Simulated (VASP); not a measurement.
# ZnS (P6_3mc) in VASP: a series of runs

The runs below take ZnS through single point, with PBE.

All numbers are computed with VASP 6.6.1; they aren't measurements. Logs are shortened: lines on timing, memory, paths and dates and some standing lists are left out, and cuts for length are marked.

## Step 1: The cell of the first run

Symmetry: P6_3mc, No. 186, hexagonal system. Conventional cell: a = 3.975 Å, b = 3.975 Å, c = 10.846 Å, α = 90.00°, β = 90.00°, γ = 120.00°. Zn (site symmetry 3m) has 4 S at 2.03 to 2.39 Å within 2.7 Å. Zn (site symmetry 3m) has 4 S at 2.03 to 2.39 Å within 2.7 Å. Within 2.7 Å of S (site symmetry 3m) lie 4 Zn at 2.03 to 2.39 Å. S (site symmetry 3m) has 4 Zn at 2.03 to 2.39 Å within 2.7 Å.

## Step 2: Single point, PBE (18.55 Å³/atom)

The input, INCAR:

```
SYSTEM = ZnS
ALGO = Normal
EDIFF = 1E-7
ENCUT = 520
GGA = PE
ISIF = 2
ISMEAR = 0
LASPH = .TRUE.
LCHARG = .FALSE.
LREAL = .FALSE.
LWAVE = .FALSE.
NBANDS = 46
NELM = 80
PREC = Accurate
SIGMA = 0.05
```

The input, KPOINTS:

```
k-points
0
G
  9 9 4
  0 0 0
```

The input, POSCAR:

```
ZnS
1.0
    3.9750935153      0.0000000000      0.0000000000
   -1.9875467576      3.4425319667      0.0000000000
    0.0000000000      0.0000000000     10.8456451471
Zn S
4 4
Direct
    0.0000000000      0.0000000000      0.0000492057
    0.0000000000      0.0000000000      0.5000492057
    0.3333333333      0.6666666667      0.2500242903
    0.6666666667      0.3333333333      0.7500242903
    0.0000000000      0.0000000000      0.1872905901
    0.0000000000      0.0000000000      0.6872905901
    0.3333333333      0.6666666667      0.4376359138
    0.6666666667      0.3333333333      0.9376359138
```

Potentials or basis: VASP PAW PBE potentials, release 64 (Zn, S).

On the command line:

```bash
> cat potpaw_PBE.64/Zn/POTCAR potpaw_PBE.64/S/POTCAR > POTCAR
> mpirun -np 1 vasp_std > vasp.out
```

OUTCAR:

```text
SYSTEM = ZnS
   EDIFF = 1E-7
   ENCUT = 520
   GGA = PE
   ISIF = 2
   ISMEAR = 0
   LASPH = .TRUE.
   LREAL = .FALSE.
   NELM = 80
   PREC = Accurate

 ion  position               nearest neighbor table
   1  0.000  0.000  0.000-   5 2.03   8 2.39   8 2.39   8 2.39
   2  0.000  0.000  0.500-   6 2.03   7 2.39   7 2.39   7 2.39
   3  0.333  0.667  0.250-   7 2.03   5 2.39   5 2.39   5 2.39
   4  0.667  0.333  0.750-   8 2.03   6 2.39   6 2.39   6 2.39
   5  0.000  0.000  0.187-   1 2.03   3 2.39   3 2.39   3 2.39
   6  0.000  0.000  0.687-   2 2.03   4 2.39   4 2.39   4 2.39
   7  0.333  0.667  0.438-   3 2.03   2 2.39   2 2.39   2 2.39
   8  0.667  0.333  0.938-   4 2.03   1 2.39   1 2.39   1 2.39

  LATTYP: Found a hexagonal cell.
 ALAT       =     3.9750935153
 C/A-ratio  =     2.7284000000

  Lattice vectors:

 A1 = (   3.9750935153,   0.0000000000,   0.0000000000)
 A2 = (  -1.9875467576,   3.4425319667,   0.0000000000)
 A3 = (   0.0000000000,   0.0000000000,  10.8456451471)

Analysis of symmetry for initial positions (statically):
=====================================================================
 Subroutine PRICEL returns:
 Original cell was already a primitive cell.

 Routine SETGRP: Setting up the symmetry group for a
 hexagonal supercell.

 Subroutine GETGRP returns: Found 12 space group operations
 (whereof  6 operations were pure point group operations)
 out of a pool of 24 trial point group operations.

The static configuration has the point symmetry C_3v.
 The point group associated with its full space group is C_6v.

Analysis of symmetry for dynamics (positions and initial velocities):
=====================================================================
 Subroutine PRICEL returns:
 Original cell was already a primitive cell.

 Routine SETGRP: Setting up the symmetry group for a
 hexagonal supercell.

 Subroutine GETGRP returns: Found 12 space group operations
 (whereof  6 operations were pure point group operations)
 out of a pool of 24 trial point group operations.

The dynamic configuration has the point symmetry C_3v.
 The point group associated with its full space group is C_6v.

 Subroutine INISYM returns: Found 12 space group operations
 (whereof  6 operations are pure point group operations),
 and found     1 'primitive' translations

----------------------------------------------------------------------------------------

                                     Primitive cell

  volume of cell :     148.4160

  direct lattice vectors                    reciprocal lattice vectors
     3.975093515  0.000000000  0.000000000     0.251566409  0.145241934  0.000000000
    -1.987546758  3.442531967  0.000000000     0.000000000  0.290483868  0.000000000
     0.000000000  0.000000000 10.845645147     0.000000000  0.000000000  0.092202906

  length of vectors
     3.975093515  3.975093515 10.845645147     0.290483868  0.290483868  0.092202906

  position of ions in fractional coordinates (direct lattice)
     0.000000000  0.000000000  0.000049206
     0.000000000  0.000000000  0.500049206
     0.333333333  0.666666667  0.250024290
     0.666666667  0.333333333  0.750024290
     0.000000000  0.000000000  0.187290590
     0.000000000  0.000000000  0.687290590
     0.333333333  0.666666667  0.437635914
     0.666666667  0.333333333  0.937635914

  ion indices of the primitive-cell ions
   primitive index   ion index
                 1           1
                 2           2
                 3           3
                 4           4
                 5           5
                 6           6
                 7           7
                 8           8

----------------------------------------------------------------------------------------

 KPOINTS: k-points

Automatic generation of k-mesh.
 Grid dimensions read from file:
 generate k-points for:    9    9    4

 Generating k-lattice:

  Cartesian coordinates                     Fractional coordinates (reciprocal lattice)
     0.027951823  0.016137993  0.000000000     0.111111111 -0.000000000  0.000000000
     0.000000000  0.032275985  0.000000000     0.000000000  0.111111111  0.000000000
     0.000000000  0.000000000  0.023050726     0.000000000  0.000000000  0.250000000

  Length of vectors
     0.032275985  0.032275985  0.023050726

  Shift w.r.t. Gamma in fractional coordinates (k-lattice)
     0.000000000  0.000000000  0.000000000

 Subroutine IBZKPT returns following result:
 ===========================================

 Found     36 irreducible k-points:

 Following reciprocal coordinates:
            Coordinates               Weight
  0.000000  0.000000  0.000000      1.000000
  0.111111  0.000000  0.000000      6.000000
  0.222222 -0.000000  0.000000      6.000000
  0.333333  0.000000  0.000000      6.000000
  0.444444 -0.000000  0.000000      6.000000
  0.111111  0.111111  0.000000      6.000000
[... 16 lines left out ...]
  0.333333  0.222222  0.250000     24.000000
  0.333333  0.333333  0.250000      4.000000
 [... further k-points ...]
   k-points           NKPTS =     36   k-points in BZ     NKDIM =     36   number of bands    NBANDS=     46
   number of dos      NEDOS =    301   number of ions     NIONS =      8
   total plane-waves  NPLWV =  75600
   dimension x,y,z NGX =    30 NGY =   30 NGZ =   84
   dimension x,y,z NGXF=    60 NGYF=   60 NGZF=  168
   ions per type =               4   4
   NGX,Y,Z   is equivalent  to a cutoff of  12.55, 12.55, 12.88 a.u.
   NGXF,Y,Z  is equivalent  to a cutoff of  25.09, 25.09, 25.75 a.u.
 SYSTEM =  ZnS
   PREC   = accura    normal or accurate (medium, high low for compatibility)
   ISTART =      0    job   : 0-new  1-cont  2-samecut
   ICHARG =      2    charge: 1-file 2-atom 10-const
   ISPIN  =      1    spin polarized calculation?
   LNONCOLLINEAR =      F non collinear calculations
   LSORBIT =      F    spin-orbit coupling
   LASPH  =      T    aspherical Exc in radial PAW
   ENCUT  =  520.0 eV  38.22 Ry    6.18 a.u.   7.39  7.39 20.17*2*pi/ulx,y,z
   NELM   =     80;   NELMIN=  2; NELMDL= -5     # of ELM steps
   EDIFF  = 0.1E-06   stopping-criterion for ELM
   LREAL  =      F    real-space projection
   EDIFFG = 0.1E-05   stopping-criterion for IOM
   NSW    =      0    number of steps for IOM
   IBRION =     -1    ionic relax: 0-MD 1-quasi-New 2-CG
   NFREE  =      0    steps in history (QN), initial steepest desc. (CG)
   ISIF   =      2    stress and relaxation
   ISYM   =      2    0-nonsym 1-usesym 2-fastsym
   POTIM  = 0.5000    time-step for ionic-motion
   TEBEG  =    0.0;   TEEND  =   0.0 temperature during run
   PSTRESS=    0.0 pullay stress
   NELECT =      72.0000    total number of electrons
   NUPDOWN=      -1.0000    fix difference up-down
   EMIN   =  10.00;   EMAX   =-10.00  energy-range for DOS
   EFERMI =   0.00;   METHOD = LEGACY
   ISMEAR =     0;   SIGMA  =   0.05  broadening in eV -4-tet -1-fermi 0-gaus
   EFERMI_NEDOS =   21; number of points for ismear=-14 and -15
   IALGO  =     38    algorithm
   IMIX   =      4    mixing-type and parameters
     AMIX     =   0.40;   BMIX     =  1.00
     AMIX_MAG =   1.60;   BMIX_MAG =  1.00
  volume/ion in A,a.u.               =      18.55       125.20
  Fermi-wavevector in a.u.,A,eV,Ry     =   1.286349  2.430847 22.513469  1.654693
  Thomas-Fermi vector in A             =   2.418429
   LORBIT       =      0    0 simple, 1 ext, 2 COOP (PROOUT), +10 PAW based schemes
   GGA     = PE    functional components
   LHFCALC =     F    Hartree Fock is set to
   AEXX    =    0.0000 exact exchange contribution
   IVDW    =     0    specifies the selected vdW correction
   LEPSILON=     F    determine dielectric tensor
   LRPA    =     F    only Hartree local field effects (RPA)
 non-spin polarized calculation
 Gauss-broadening in eV      SIGMA  =   0.05
  energy-cutoff  :      520.00
  volume of cell :      148.42
 maximum number of plane-waves:      4042
 NGX is ok and might be reduce to    30
   NGX = 15   NGY = 15   NGZ = 41

 number of electron      71.9999963 magnetization

 Free energy of the ion-electron system (eV)
  ---------------------------------------------------
  ext. energy  EPLUGINS =         0.00000000
  ---------------------------------------------------
  free energy    TOTEN  =       -25.00185127 eV

  energy without entropy =      -25.00185127  energy(sigma->0) =      -25.00185127

 E-fermi :   3.0708     XC(G=0):  -9.8973

 val. band max:        2.8312777776   @ k =   0.0000   0.0000   0.0000
 cond. band min:       4.8476656700   @ k =   0.0000   0.0000   0.0000
 fundamental gap:      2.0163878924
 Fermi energy:         3.0708157708

 k-point     1 :       0.0000    0.0000    0.0000
  band No.  band energies     occupation
      1     -10.9967      2.00000
      2     -10.3550      2.00000
      3     -10.2991      2.00000
      4      -9.5226      2.00000
      5      -4.2391      2.00000
      6      -4.1696      2.00000
[... 38 lines left out ...]
     45       9.5521      0.00000
     46       9.5610      0.00000

 k-point     2 :       0.1111    0.0000    0.0000
  band No.  band energies     occupation
      1     -10.9213      2.00000
      2     -10.3017      2.00000
      3     -10.2460      2.00000
      4      -9.5108      2.00000
      5      -4.2334      2.00000
      6      -4.1626      2.00000
[... 38 lines left out ...]
     45       8.9107      0.00000
     46       9.4113      0.00000

 k-point     3 :       0.2222   -0.0000    0.0000
  band No.  band energies     occupation
      1     -10.7113      2.00000
      2     -10.1612      2.00000
      3     -10.1065      2.00000
      4      -9.4936      2.00000
      5      -4.2224      2.00000
      6      -4.1386      2.00000
[... 38 lines left out ...]
     45       9.3604      0.00000
     46       9.7668      0.00000

 k-point     4 :       0.3333    0.0000    0.0000
  band No.  band energies     occupation
      1     -10.4189      2.00000
      2      -9.9900      2.00000
      3      -9.9394      2.00000
      4      -9.5128      2.00000
      5      -4.2201      2.00000
      6      -4.0964      2.00000
[... 920 lines left out ...]
     45       9.7365      0.00000
     46      10.0886      0.00000

 k-point    23 :       0.3333    0.2222    0.2500
  band No.  band energies     occupation
      1      -9.9978      2.00000
      2      -9.8783      2.00000
      3      -9.7306      2.00000
      4      -9.6529      2.00000
      5      -4.1281      2.00000
      6      -4.0224      2.00000
[... 38 lines left out ...]
     45      10.0877      0.00000
     46      10.6303      0.00000

 k-point    24 :       0.3333    0.3333    0.2500
  band No.  band energies     occupation
      1      -9.8468      2.00000
      2      -9.7981      2.00000
      3      -9.7509      2.00000
      4      -9.7509      2.00000
      5      -4.1019      2.00000
      6      -4.0124      2.00000
[... 38 lines left out ...]
     45       9.5687      0.00000
     46      11.0624      0.00000

 [... further k-points ...]

------------------------ aborting loop because EDIFF is reached ----------------------------------------

  FORCE on cell =-STRESS in cart. coord.  units (eV):
  Direction    XX          YY          ZZ          XY          YZ          ZX
  --------------------------------------------------------------------------------------
  -------------------------------------------------------------------------------------
  Total       -0.7085490     -0.7085490     37.0819271     -0.0000000      0.0000000     -0.0000000
  in kB       -7.6489131     -7.6489131    400.3060515     -0.0000000      0.0000000     -0.0000000
  external PRESSURE =     128.3360751 kB  Pullay stress =       0.0000000 kB

 VOLUME and BASIS-vectors are now :
 -----------------------------------------------------------------------------
  energy-cutoff  :      520.00
  volume of cell :      148.42
      direct lattice vectors                 reciprocal lattice vectors
     3.975093515  0.000000000  0.000000000     0.251566409  0.145241934  0.000000000
    -1.987546758  3.442531967  0.000000000     0.000000000  0.290483868  0.000000000
     0.000000000  0.000000000 10.845645147     0.000000000  0.000000000  0.092202906

 POSITION                                       TOTAL-FORCE (eV/Angst)
 -----------------------------------------------------------------------------------
      0.00000      0.00000      0.00053        -0.000000      0.000000     -3.091009
      0.00000      0.00000      5.42336         0.000000     -0.000000     -3.091009
     -0.00000      2.29502      2.71167         0.000000      0.000000     -3.052780
      1.98755      1.14751      8.13450        -0.000000     -0.000000     -3.052780
      0.00000      0.00000      2.03129         0.000000     -0.000000      3.030705
      0.00000      0.00000      7.45411        -0.000000     -0.000000      3.030705
     -0.00000      2.29502      4.74644        -0.000000      0.000000      3.113083
      1.98755      1.14751     10.16927         0.000000     -0.000000      3.113083
 -----------------------------------------------------------------------------------
    total drift:                               -0.000001     -0.000002     -0.000676

  FREE ENERGIE OF THE ION-ELECTRON SYSTEM (eV)
  ---------------------------------------------------
  free  energy   TOTEN  =       -25.0018512691 eV

  energy  without entropy=      -25.0018512691  energy(sigma->0) =      -25.00185127
```

It took 4.3 min on 1 thread of Intel Xeon Platinum 8488C (Sapphire Rapids), shared host; peak memory 0.37 GiB.

What came out:

```
Free energy            : -25.0019 eV
Pressure               : 12.8 GPa
Largest force          : 3.113 eV/Å
Band gap on the k mesh : 2.02 eV
```

Forces on the atoms (eV/Å):
```
Zn   0.000  0.000 -3.091
Zn   0.000  0.000 -3.091
Zn   0.000  0.000 -3.053
Zn   0.000  0.000 -3.053
S    0.000  0.000  3.031
S    0.000  0.000  3.031
S    0.000  0.000  3.113
S    0.000  0.000  3.113
```

Caveat: the stress differs along the axes, from -1 to 40 GPa; forces of over 1 eV/Å act on the atoms, so gaps and moduli don't describe the material at rest. A k mesh can miss the band edges.

(Part 1 of 2 ends here.)
